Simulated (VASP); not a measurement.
# NaF (Villiaumite) (I4/mmm) in VASP: a series of runs

The runs below take NaF (Villiaumite) through single point, with PBEsol.

Everything below comes from runs of VASP 6.6.1. Logs are shortened: lines on timing, memory, paths and dates and some standing lists are left out, and cuts for length are marked.

## (1) The cell of the first run

Symmetry: I4/mmm, No. 139, tetragonal system. The conventional cell has a = 3.258 Å, b = 3.258 Å, c = 4.644 Å, α = 90.00°, β = 90.00°, γ = 90.00°. Na (site symmetry 4/mmm) has 6 F at 2.30 to 2.32 Å within 3.0 Å. Within 3.0 Å of F (site symmetry 4/mmm) lie 6 Na at 2.30 to 2.32 Å.

## (2) Single point, PBEsol (in-plane strain -0.005)

Contents of INCAR:

```
SYSTEM = NaF
PREC     = Accurate       ! precision mode
ENCUT    = 520            ! plane-wave cutoff, eV
EDIFF    = 1E-6           ! SCF threshold, eV
ISMEAR   = 0              ! smearing method
SIGMA    = 0.01           ! smearing width, eV
LREAL    = .False.        ! projectors in reciprocal space
LASPH    = .True.         ! aspherical terms in the spheres
NELM     = 100            ! most SCF steps
ALGO     = Normal         ! electronic algorithm
ISIF     = 2              ! what is computed and relaxed
LWAVE    = .False.        ! write WAVECAR
LCHARG   = .False.        ! write CHGCAR
GGA      = PS             ! functional
NBANDS   = 14             ! bands
```

Contents of KPOINTS:

```
Automatic mesh
0
Gamma
  8 8 8
  0 0 0
```

Contents of POSCAR:

```
NaF
1.0
    2.3035206689      2.3035206689      0.0000000000
   -2.3035206689      2.3035206689      0.0000000000
    0.0000000000      2.3035206689      2.3220414381
Na F
1 1
Direct
    0.0000000000      0.0000000000      0.0000000000
    0.5000000000      0.5000000000      0.0000000000
```

Potentials or basis: VASP PAW PBE potentials, release 64 (Na_pv, F).

Command:

```sh
> cat potpaw_PBE.64/Na_pv/POTCAR potpaw_PBE.64/F/POTCAR > POTCAR
> mpirun -np 1 vasp_std > vasp.out
```

OUTCAR:

```text
SYSTEM = NaF
   PREC = Accurate
   ENCUT = 520
   EDIFF = 1E-6
   ISMEAR = 0
   LREAL = .False.
   LASPH = .True.
   NELM = 100
   ISIF = 2
   GGA = PS

 ion  position               nearest neighbor table
   1  0.000  0.000  0.000-   2 2.30   2 2.30   2 2.30   2 2.30   2 2.32   2 2.32
   2  0.500  0.500  0.000-   1 2.30   1 2.30   1 2.30   1 2.30   1 2.32   1 2.32

  LATTYP: Found a body centered tetragonal cell.
 ALAT       =     3.2576701712
 C/A-ratio  =     1.4255841237

  Lattice vectors:

 A1 = (   2.3035206689,   0.0000000000,  -2.3220414381)
 A2 = (  -2.3035206689,   0.0000000000,  -2.3220414381)
 A3 = (   0.0000000000,   2.3035206689,   2.3220414381)

Analysis of symmetry for initial positions (statically):
=====================================================================
 Subroutine PRICEL returns:
 Original cell was already a primitive cell.

 Routine SETGRP: Setting up the symmetry group for a
 body centered tetragonal supercell.

 Subroutine GETGRP returns: Found 16 space group operations
 (whereof 16 operations were pure point group operations)
 out of a pool of 16 trial point group operations.

The static configuration has the point symmetry D_4h.

Analysis of symmetry for dynamics (positions and initial velocities):
=====================================================================
 Subroutine PRICEL returns:
 Original cell was already a primitive cell.

 Routine SETGRP: Setting up the symmetry group for a
 body centered tetragonal supercell.

 Subroutine GETGRP returns: Found 16 space group operations
 (whereof 16 operations were pure point group operations)
 out of a pool of 16 trial point group operations.

The dynamic configuration has the point symmetry D_4h.

 Subroutine INISYM returns: Found 16 space group operations
 (whereof 16 operations are pure point group operations),
 and found     1 'primitive' translations

----------------------------------------------------------------------------------------

                                     Primitive cell

  volume of cell :      24.6425

  direct lattice vectors                    reciprocal lattice vectors
     2.303520669  2.303520669  0.000000000     0.217059047  0.217059047 -0.215327768
    -2.303520669  2.303520669  0.000000000    -0.217059047  0.217059047 -0.215327768
     0.000000000  2.303520669  2.322041438     0.000000000  0.000000000  0.430655536

  length of vectors
     3.257670171  3.257670171  3.270792551     0.374960407  0.374960407  0.430655536

  position of ions in fractional coordinates (direct lattice)
[... 91 lines left out ...]
   NUPDOWN=      -1.0000    fix difference up-down
   EMIN   =  10.00;   EMAX   =-10.00  energy-range for DOS
   EFERMI =   0.00;   METHOD = LEGACY
   ISMEAR =     0;   SIGMA  =   0.01  broadening in eV -4-tet -1-fermi 0-gaus
   EFERMI_NEDOS =   21; number of points for ismear=-14 and -15
   IALGO  =     38    algorithm
   IMIX   =      4    mixing-type and parameters
     AMIX     =   0.40;   BMIX     =  1.00
     AMIX_MAG =   1.60;   BMIX_MAG =  1.00
  volume/ion in A,a.u.               =      12.32        83.15
  Fermi-wavevector in a.u.,A,eV,Ry     =   1.355885  2.562251 25.013270  1.838423
  Thomas-Fermi vector in A             =   2.482935
   LORBIT       =      0    0 simple, 1 ext, 2 COOP (PROOUT), +10 PAW based schemes
   GGA     = PS    functional components
   LHFCALC =     F    Hartree Fock is set to
   AEXX    =    0.0000 exact exchange contribution
   IVDW    =     0    specifies the selected vdW correction
   LEPSILON=     F    determine dielectric tensor
   LRPA    =     F    only Hartree local field effects (RPA)
 non-spin polarized calculation
 Gauss-broadening in eV      SIGMA  =   0.01
  energy-cutoff  :      520.00
  volume of cell :       24.64
 maximum number of plane-waves:       684
   NGX = 13   NGY = 13   NGZ = 13

 number of electron      13.9999985 magnetization

 Free energy of the ion-electron system (eV)
  ---------------------------------------------------
  ext. energy  EPLUGINS =         0.00000000
  ---------------------------------------------------
  free energy    TOTEN  =        -8.76807039 eV

  energy without entropy =       -8.76807039  energy(sigma->0) =       -8.76807039

 E-fermi :  -1.9763     XC(G=0):  -9.3816

 val. band max:       -2.1352784130   @ k =   0.0000   0.0000   0.0000
 cond. band min:       4.0744471490   @ k =   0.0000   0.0000   0.0000
 fundamental gap:      6.2097255620
 Fermi energy:        -1.9762859451

 k-point     1 :       0.0000    0.0000    0.0000
  band No.  band energies     occupation
      1     -21.2086      2.00000
      2     -20.8783      2.00000
      3     -20.8758      2.00000
      4     -20.8758      2.00000
      5      -2.1354      2.00000
      6      -2.1354      2.00000
      7      -2.1353      2.00000
      8       4.0744      0.00000
      9      16.7352      0.00000
     10      16.7938      0.00000
     11      16.7939      0.00000
     12      19.4766      0.00000
     13      21.7586      0.00000
     14      21.9913      0.00000
[... 377 lines left out ...]
      1     -21.6635      2.00000
      2     -20.9086      2.00000
      3     -20.8803      2.00000
      4     -20.3089      2.00000
      5      -3.2674      2.00000
      6      -2.4326      2.00000
      7      -2.3117      2.00000
      8       6.8279      0.00000
      9      12.2020      0.00000
     10      16.4336      0.00000
     11      18.4780      0.00000
     12      19.5457      0.00000
     13      20.7568      0.00000
     14      23.4838      0.00000

 [... further k-points ...]

------------------------ aborting loop because EDIFF is reached ----------------------------------------

  FORCE on cell =-STRESS in cart. coord.  units (eV):
  Direction    XX          YY          ZZ          XY          YZ          ZX
  --------------------------------------------------------------------------------------
  -------------------------------------------------------------------------------------
  Total        0.0717015      0.0717015     -0.0324341      0.0000000      0.0000000      0.0000000
  in kB        4.6618119      4.6618119     -2.1087624      0.0000000      0.0000000      0.0000000
  external PRESSURE =       2.4049538 kB  Pullay stress =       0.0000000 kB

 VOLUME and BASIS-vectors are now :
 -----------------------------------------------------------------------------
  energy-cutoff  :      520.00
  volume of cell :       24.64
      direct lattice vectors                 reciprocal lattice vectors
     2.303520669  2.303520669  0.000000000     0.217059047  0.217059047 -0.215327768
    -2.303520669  2.303520669  0.000000000    -0.217059047  0.217059047 -0.215327768
     0.000000000  2.303520669  2.322041438     0.000000000  0.000000000  0.430655536

 POSITION                                       TOTAL-FORCE (eV/Angst)
 -----------------------------------------------------------------------------------
      0.00000      0.00000      0.00000        -0.000000     -0.000000      0.000000
      0.00000      2.30352      0.00000         0.000000      0.000000      0.000000
 -----------------------------------------------------------------------------------
    total drift:                                0.000000     -0.000000     -0.000000

  FREE ENERGIE OF THE ION-ELECTRON SYSTEM (eV)
  ---------------------------------------------------
  free  energy   TOTEN  =        -8.7680703891 eV

  energy  without entropy=       -8.7680703891  energy(sigma->0) =       -8.76807039
```

OSZICAR:

```text
N       E                     dE             d eps       ncg     rms          rms(c)
DAV:   1     0.108646402859E+03    0.10865E+03   -0.76639E+03  1676   0.122E+03
DAV:   2    -0.396673702269E+01   -0.11261E+03   -0.10457E+03  1820   0.341E+02
DAV:   3    -0.949117368621E+01   -0.55244E+01   -0.55134E+01  2066   0.689E+01
DAV:   4    -0.953657632853E+01   -0.45403E-01   -0.45401E-01  1856   0.663E+00
DAV:   5    -0.953700271515E+01   -0.42639E-03   -0.42639E-03  2072   0.654E-01    0.491E+00
DAV:   6    -0.878320287533E+01    0.75380E+00   -0.25797E+00  1998   0.145E+01    0.180E+00
DAV:   7    -0.876888321508E+01    0.14320E-01   -0.30074E-02  1730   0.210E+00    0.103E+00
DAV:   8    -0.876773189304E+01    0.11513E-02   -0.25299E-02  1814   0.337E+00    0.153E-01
DAV:   9    -0.876821969881E+01   -0.48781E-03   -0.44600E-03  2048   0.642E-01    0.123E-01
DAV:  10    -0.876806598966E+01    0.15371E-03   -0.10216E-03  1862   0.382E-01    0.108E-02
DAV:  11    -0.876807026431E+01   -0.42747E-05   -0.39666E-05  1898   0.131E-01    0.727E-03
DAV:  12    -0.876807038905E+01   -0.12474E-06   -0.57848E-06  1946   0.292E-02
   1 F= -.87680704E+01 E0= -.87680704E+01  d E =-.436449-114
```

stdout:

```text
POSCAR found type information on POSCAR NaF
 POSCAR found :  2 types and       2 ions
 scaLAPACK will be used
 -----------------------------------------------------------------------------
|                                                                             |
|                                                                             |
|     You enforced a specific xc type in the INCAR file but a different       |
|     I HOPE YOU KNOW WHAT YOU ARE DOING!                                     |
|                                                                             |
 -----------------------------------------------------------------------------

 LDA part: xc-table for (Slater+PW92), standard interpolation
 POSCAR, INCAR and KPOINTS ok, starting setup
 FFT: planning ... GRIDC
 FFT: planning ... GRID_SOFT
 FFT: planning ... GRID
 WAVECAR not read
 entering main loop
```

Run time: 10 s. Hardware: 1 thread of Intel Xeon Platinum 8259CL at 2.50GHz (Skylake/Cascade Lake), shared host; peak memory 0.14 GiB.

Results:

* Free energy: -8.7681 eV
* Pressure: 0.2 GPa
* Band gap on the k mesh: 6.21 eV, direct

Stress tensor (GPa, compression positive):
```
 0.47  0.00  0.00
 0.00  0.47  0.00
 0.00  0.00 -0.21
```

Caveat: the cell differs from its parent crystal (in-plane strain -0.005); the PAW data sets were made with another functional, which shifts forces and pressure a little.

## (3) Single point, PBEsol (film at in-plane strain -0.005)

Contents of INCAR:

```
SYSTEM = NaF
PREC     = Accurate       ! precision mode
ENCUT    = 520            ! plane-wave cutoff, eV
EDIFF    = 1E-7           ! SCF threshold, eV
ISMEAR   = 0              ! smearing method
SIGMA    = 0.01           ! smearing width, eV
LREAL    = .False.        ! projectors in reciprocal space
LASPH    = .True.         ! aspherical terms in the spheres
NELM     = 60             ! most SCF steps
ALGO     = Normal         ! electronic algorithm
ISIF     = 2              ! what is computed and relaxed
LWAVE    = .False.        ! write WAVECAR
LCHARG   = .True.         ! write CHGCAR
GGA      = PS             ! functional
LELF     = .True.         ! ELF
LVHAR    = .True.       
NBANDS   = 14             ! bands
```

Contents of KPOINTS:

```
regular mesh
0
Gamma
  8 8 8
  0 0 0
```

Changes to POSCAR since step 2:

```diff
@@ -4,3 +4,3 @@
    -2.3035206689      2.3035206689      0.0000000000
-    0.0000000000      2.3035206689      2.3220414381
+    0.0000000000      2.3035206689      2.3195968984
 Na F
```

Potentials or basis: VASP PAW PBE potentials, release 64 (Na_pv, F).

Command:

```sh
> cat potpaw_PBE.64/Na_pv/POTCAR potpaw_PBE.64/F/POTCAR > POTCAR
> mpirun -np 1 vasp_std > vasp.out
```

Run time: 14 s. Hardware: 1 thread of Intel Xeon Platinum 8259CL at 2.50GHz (Skylake/Cascade Lake), shared host; peak memory 0.14 GiB.

Results (log left out):

| Quantity | Value |
| --- | --- |
| Free energy | -8.7680 eV |
| Pressure | 0.4 GPa |
| Band gap on the k mesh | 6.22 eV, direct |

Stress tensor (GPa, compression positive):
```
 0.57  0.00  0.00
 0.00  0.57  0.00
 0.00  0.00 -0.02
```

Levels at points of the mesh, in eV from the valence-band top:
```
           k point  band 4  band 5  band 6  band 7  band 8  band 9  band 10  band 11
(0.00, 0.00, 0.00)  -18.74    0.00    0.00    0.00    6.22   18.88    18.93    18.93
(0.50, 0.00, 0.00)  -17.99   -1.64   -0.27   -0.26   10.67   12.42    20.03    20.16
(0.50, 0.50, 0.00)  -18.80   -1.31   -0.43   -0.41   13.10   13.11    13.64    19.72
(0.00, 0.00, 0.50)  -18.79   -1.32   -0.41   -0.41   13.00   13.17    13.61    19.83
```

Caveat: the cell differs from its parent crystal (film at in-plane strain -0.005); the PAW data sets were made with another functional, which shifts forces and pressure a little.

## (4) Single point, PBEsol (in-plane strain +0.005, then relaxed in part)

Contents of INCAR:

```
PREC = Accurate ; ENCUT = 520
EDIFF = 1E-7 ; ISMEAR = 0
SIGMA = 0.01 ; LREAL = False
LASPH = True ; NELM = 60
ALGO = Normal ; ISIF = 2
LWAVE = False ; LCHARG = False
GGA = PS ; NBANDS = 14
```

Contents of KPOINTS:

```
regular mesh
0
Gamma
  8 8 8
```

Contents of POSCAR:

```
NaF
1.0
    2.3266716304      2.3266716304      0.0000000000
   -2.3266716304      2.3266716304      0.0000000000
    0.0000000000      2.3266716304      2.3084230584
Na F
1 1
Direct
    0.0000000000      0.0000000000      0.0000000000
    0.5000000000      0.5000000000      0.0000000000
```

Command:

```sh
> cat potpaw_PBE.64/Na_pv/POTCAR potpaw_PBE.64/F/POTCAR > POTCAR
> mpirun -np 1 vasp_std > vasp.out
```

Wall time 19 s (1 thread of Intel Xeon Platinum 8259CL at 2.50GHz (Skylake/Cascade Lake), shared host); peak memory 0.14 GiB.

It converged, with:

| Property | Result |
| --- | --- |
| Free energy | -8.7686 eV |
| Pressure | -0.4 GPa |
| Band gap on the k mesh | 6.14 eV, direct |

Stress tensor (GPa, compression positive):
```
-0.58  0.00  0.00
 0.00 -0.58  0.00
 0.00  0.00  0.05
```

Levels at points of the mesh, in eV from the valence-band top:
```
           k point  band 5  band 6  band 7  band 8  band 9  band 10
(0.00, 0.00, 0.00)    0.00    0.00    0.00    6.14   18.79    18.79
(0.50, 0.00, 0.00)   -1.61   -0.26   -0.25   10.58   12.30    19.86
(0.50, 0.50, 0.00)   -1.30   -0.41   -0.40   12.90   13.11    13.47
(0.00, 0.00, 0.50)   -1.28   -0.42   -0.42   13.01   13.03    13.51
```

Caveat: the cell differs from its parent crystal (in-plane strain +0.005, then relaxed in part); the PAW data sets were made with another functional, which shifts forces and pressure a little.

## (5) Overview

```tsv
cell	gap on the mesh (eV)	pressure (GPa)
a = 3.258, b = 3.258, c = 3.271 Å, angles 60.1, 60.1, 90.0°, 2 atoms	6.21	0.2
a = 3.258, b = 3.258, c = 3.269 Å, angles 60.1, 60.1, 90.0°, 2 atoms	6.22	0.4
a = 3.290, b = 3.290, c = 3.278 Å, angles 59.9, 59.9, 90.0°, 2 atoms	6.14	-0.4
```

Alike in all rows: task single point; level PBEsol; potentials or basis VASP PAW PBE potentials, release 64 (Na_pv, F); no spin polarisation; k mesh 8 × 8 × 8; cutoff (eV) 520; smearing gaussian 0.01 eV.

Caveats: the PAW data sets were made with another functional, which shifts forces and pressure a little.

Total energies depend on the potentials used, so only differences within one code and one set of settings carry meaning.
